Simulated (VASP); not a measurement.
# GaSb3 (Pmmm) in VASP: relaxation of cell and atoms with PBE

Aim: the relaxation of cell and atoms of GaSb3 with PBE.

Program: VASP 6.6.1. These are calculated values, not measurements. Logs are shortened: lines on timing, memory, paths and dates and some standing lists are left out, and cuts for length are marked.

### 1 The cell of the first run

It takes space group Pmmm (No. 47, orthorhombic). Conventional cell: a = 3.004 Å, b = 3.364 Å, c = 10.739 Å, α = 90.00°, β = 90.00°, γ = 90.00°. Within 4.0 Å of Ga (site symmetry mmm) lie 4 Sb at 3.00 Å and 4 Ga at 3.00 to 3.36 Å. Sb (site symmetry mm2) has 2 Ga at 3.00 Å and 6 Sb at 3.00 to 3.36 Å within 4.0 Å. Within 4.0 Å of Sb (site symmetry mmm) lie 8 Sb at 3.00 to 3.36 Å.

The cell was built from a structure type or drawn by symmetry, and may not be a known phase.

### 2 Relaxation of cell and atoms, PBE

Contents of INCAR:

```
SYSTEM = GaSb3
PREC = Accurate
ENCUT = 600
EDIFF = 1E-7
ISMEAR = 0
SIGMA = 0.1
LREAL = .FALSE.
LASPH = .TRUE.
NELM = 80
ALGO = Normal
ISIF = 3
LWAVE = .FALSE.
LCHARG = .FALSE.
GGA = PE
IBRION = 2
NSW = 100
EDIFFG = -0.01
```

Contents of KPOINTS:

```
Automatic mesh
0
G
  12 10 4
  0 0 0
```

Contents of POSCAR:

```
GaSb3
1.0
    3.0044393281      0.0000000000      0.0000000000
    0.0000000000      3.3640752700      0.0000000000
    0.0000000000      0.0000000000     10.7387618146
Ga Sb
1 3
Direct
    0.0000000000      0.0000000000      0.0000000000
    0.0000000000      0.5000000000      0.2315210036
    0.0000000000      0.0000000000      0.5000000000
    0.0000000000      0.5000000000      0.7684789964
```

Potentials or basis: VASP PAW PBE potentials, release 64 (Ga_d, Sb).

Command:

```console
cat potpaw_PBE.64/Ga_d/POTCAR potpaw_PBE.64/Sb/POTCAR > POTCAR
mpirun -np 1 vasp_std > vasp.out
```

OUTCAR:

```text
SYSTEM = GaSb3
   PREC = Accurate
   ENCUT = 600
   EDIFF = 1E-7
   ISMEAR = 0
   LREAL = .FALSE.
   LASPH = .TRUE.
   NELM = 80
   ISIF = 3
   GGA = PE
   IBRION = 2
   NSW = 100
   EDIFFG = -0.01

 ion  position               nearest neighbor table
   1  0.000  0.000  0.000-   2 3.00   4 3.00   2 3.00   4 3.00
   2  0.000  0.500  0.232-   1 3.00   1 3.00   3 3.34   3 3.34
   3  0.000  0.000  0.500-   2 3.34   4 3.34   2 3.34   4 3.34
   4  0.000  0.500  0.768-   1 3.00   1 3.00   3 3.34   3 3.34

  LATTYP: Found a simple orthorhombic cell.
 ALAT       =     3.0044393281
 B/A-ratio  =     1.1197015159
 C/A-ratio  =     3.5742981109

  Lattice vectors:

 A1 = (   3.0044393281,   0.0000000000,   0.0000000000)
 A2 = (   0.0000000000,   3.3640752700,   0.0000000000)
 A3 = (   0.0000000000,   0.0000000000,  10.7387618146)

Analysis of symmetry for initial positions (statically):
=====================================================================
 Subroutine PRICEL returns:
 Original cell was already a primitive cell.

 Routine SETGRP: Setting up the symmetry group for a
 simple orthorhombic supercell.

 Subroutine GETGRP returns: Found  8 space group operations
 (whereof  8 operations were pure point group operations)
 out of a pool of  8 trial point group operations.

The static configuration has the point symmetry D_2h.

Analysis of symmetry for dynamics (positions and initial velocities):
=====================================================================
 Subroutine PRICEL returns:
 Original cell was already a primitive cell.

 Routine SETGRP: Setting up the symmetry group for a
 simple orthorhombic supercell.

 Subroutine GETGRP returns: Found  8 space group operations
 (whereof  8 operations were pure point group operations)
 out of a pool of  8 trial point group operations.

The dynamic configuration has the point symmetry D_2h.

 Subroutine INISYM returns: Found  8 space group operations
 (whereof  8 operations are pure point group operations),
 and found     1 'primitive' translations

----------------------------------------------------------------------------------------

[... 114 lines left out ...]
   IMIX   =      4    mixing-type and parameters
     AMIX     =   0.40;   BMIX     =  1.00
     AMIX_MAG =   1.60;   BMIX_MAG =  1.00
  volume/ion in A,a.u.               =      27.13       183.11
  Fermi-wavevector in a.u.,A,eV,Ry     =   1.042157  1.969391 14.777162  1.086091
  Thomas-Fermi vector in A             =   2.176809
   LORBIT       =      0    0 simple, 1 ext, 2 COOP (PROOUT), +10 PAW based schemes
   GGA     = PE    functional components
   LHFCALC =     F    Hartree Fock is set to
   AEXX    =    0.0000 exact exchange contribution
   IVDW    =     0    specifies the selected vdW correction
   LEPSILON=     F    determine dielectric tensor
   LRPA    =     F    only Hartree local field effects (RPA)
 conjugate gradient relaxation of ions
 non-spin polarized calculation
 Gauss-broadening in eV      SIGMA  =   0.10
  energy-cutoff  :      600.00
  volume of cell :      108.54
 maximum number of plane-waves:      3662
   NGX = 13   NGY = 13   NGZ = 43

--------------------------------------- Ionic step        1  -------------------------------------------

 number of electron      28.0000009 magnetization

 Free energy of the ion-electron system (eV)
  ---------------------------------------------------
  ext. energy  EPLUGINS =         0.00000000
  ---------------------------------------------------
  free energy    TOTEN  =       -14.69724895 eV

  energy without entropy =      -14.68645089  energy(sigma->0) =      -14.69184992

------------------------ aborting loop because EDIFF is reached ----------------------------------------

  FORCE on cell =-STRESS in cart. coord.  units (eV):
  Direction    XX          YY          ZZ          XY          YZ          ZX
  --------------------------------------------------------------------------------------
  -------------------------------------------------------------------------------------
  Total        1.1539157     -1.0537308     -0.3104848      0.0000000      0.0000000      0.0000000
  in kB       17.0333984    -15.5545299     -4.5831865      0.0000000      0.0000000      0.0000000
  external PRESSURE =      -1.0347727 kB  Pullay stress =       0.0000000 kB
[... 95 lines left out ...]
  FREE ENERGIE OF THE ION-ELECTRON SYSTEM (eV)
  ---------------------------------------------------
  free  energy   TOTEN  =       -14.7149308251 eV

  energy  without entropy=      -14.7042572468  energy(sigma->0) =      -14.70959404

[... ionic steps 4 to 16 ...]

--------------------------------------- Ionic step       17  -------------------------------------------

 number of electron      28.0000009 magnetization

------------------------ aborting loop because EDIFF is reached ----------------------------------------
[... 71 lines left out ...]
--------------------------------------- Ionic step       19  -------------------------------------------

 number of electron      28.0000008 magnetization

 Free energy of the ion-electron system (eV)
  ---------------------------------------------------
  ext. energy  EPLUGINS =         0.00000000
  ---------------------------------------------------
  free energy    TOTEN  =       -14.74333790 eV

  energy without entropy =      -14.73205902  energy(sigma->0) =      -14.73769846

 E-fermi :   6.9118     XC(G=0):  -9.9156

 val. band max:        6.8857061527   @ k =   0.0000   0.4000   0.0000
 cond. band min:       6.9269727332   @ k =   0.3333   0.3000   0.5000
 fundamental gap:      0.0412665805
 Fermi energy:         6.9118365977

 k-point     1 :       0.0000    0.0000    0.0000
  band No.  band energies     occupation
      1      -7.9178      2.00000
      2      -7.8732      2.00000
      3      -7.8021      2.00000
      4      -7.7504      2.00000
      5      -7.7290      2.00000
      6      -5.5336      2.00000
[... 481 lines left out ...]
      5      -7.7670      2.00000
      6      -3.8502      2.00000
[... 10 lines left out ...]
     17       9.2525      0.00000
     18       9.3046      0.00000

 [... further k-points ...]

------------------------ aborting loop because EDIFF is reached ----------------------------------------

  FORCE on cell =-STRESS in cart. coord.  units (eV):
  Direction    XX          YY          ZZ          XY          YZ          ZX
  --------------------------------------------------------------------------------------
  -------------------------------------------------------------------------------------
  Total        0.0242199      0.0081302      0.0103528      0.0000000      0.0000000      0.0000000
  in kB        0.3575902      0.1200374      0.1528514      0.0000000      0.0000000      0.0000000
  external PRESSURE =       0.2101596 kB  Pullay stress =       0.0000000 kB
[... 19 lines left out ...]
  FREE ENERGIE OF THE ION-ELECTRON SYSTEM (eV)
  ---------------------------------------------------
  free  energy   TOTEN  =       -14.7433379033 eV

  energy  without entropy=      -14.7320590214  energy(sigma->0) =      -14.73769846

 reached required accuracy - stopping structural energy minimisation
```

CONTCAR:

```text
GaSb3
   1.00000000000000
     3.0305721176423304   -0.0000000000000001    0.0000000000000000
    -0.0000000000000000    3.1925567455212347    0.0000000000000000
     0.0000000000000000    0.0000000000000000   11.2158936023370739
  Ga              Sb
     1     3
Direct
     0.0000000000000000    1.0000000000000000    1.0000000000000000
     1.0000000000000000    0.5000000000000000    0.2361289257276205
     0.0000000000000000    1.0000000000000000    0.5000000000000000
     0.0000000000000000    0.5000000000000000    0.7638710742723794

  0.00000000E+00  0.00000000E+00  0.00000000E+00
  0.00000000E+00  0.00000000E+00  0.00000000E+00
  0.00000000E+00  0.00000000E+00  0.00000000E+00
  0.00000000E+00  0.00000000E+00  0.00000000E+00
```

Wall time 17 min (1 thread of Intel Xeon 6975P-C (Granite Rapids), shared host); peak memory 0.5 GiB.

Results:

```
Free energy                           : -14.7433 eV
Relaxed volume                        : 27.13 Å³/atom
Relaxed cell                          : a = 3.031 Å, b = 3.193 Å, c = 11.216 Å, α = 90.00°, β = 90.00°, γ = 90.00°
Space group after relaxing (to 0.1 Å) : Pmmm (No. 47)
Energy gained by relaxing             : 11.5 meV/atom
Ionic steps                           : 19
Pressure after relaxing               : 0.0 GPa
Band gap on the k mesh                : zero (bands 14 and 15 overlap by 4.91 eV)
```

Step by step:
| step | energy change (eV) | largest force (eV/Å) | pressure (GPa) | volume (Å³) |
| --- | --- | --- | --- | --- |
| 1 | 0.0000 | 0.0906 | -0.10 | 108.54 |
| 2 | -0.0175 | 0.0610 | 0.01 | 108.24 |
| 3 | -0.0177 | 0.0605 | 0.04 | 108.21 |
| 4 | -0.0252 | 0.0531 | 0.03 | 108.23 |
| 5 | -0.0330 | 0.0480 | 0.10 | 108.22 |
| 6 | -0.0240 | 0.0269 | 0.36 | 108.06 |
| 7 | -0.0344 | 0.0413 | 0.14 | 108.21 |
| 8 | -0.0426 | 0.0387 | 0.00 | 108.46 |
| 9 | -0.0448 | 0.0416 | -0.08 | 108.63 |
| 10 | -0.0450 | 0.0442 | -0.10 | 108.68 |
| 11 | -0.0450 | 0.0447 | -0.10 | 108.68 |
| 12 | -0.0452 | 0.0413 | -0.01 | 108.49 |
| 13 | -0.0453 | 0.0386 | 0.08 | 108.34 |
| 14 | -0.0456 | 0.0321 | 0.04 | 108.41 |
| 15 | -0.0458 | 0.0153 | -0.03 | 108.59 |
| 16 | -0.0458 | 0.0185 | -0.01 | 108.56 |
| 17 | -0.0459 | 0.0127 | -0.04 | 108.61 |
| 18 | -0.0461 | 0.0030 | -0.07 | 108.69 |
| 19 | -0.0461 | 0.0001 | 0.02 | 108.52 |

Final structure:
```
CELL_PARAMETERS angstrom
3.03057 0.00000 0.00000
0.00000 3.19256 0.00000
0.00000 0.00000 11.21589
ATOMIC_POSITIONS crystal
Ga 0.00000 0.00000 0.00000
Sb 0.00000 0.50000 0.23613
Sb 0.00000 0.00000 0.50000
Sb 0.00000 0.50000 0.76387
```

Caveat: spin-orbit coupling is left out, which moves the levels of the heavy elements.
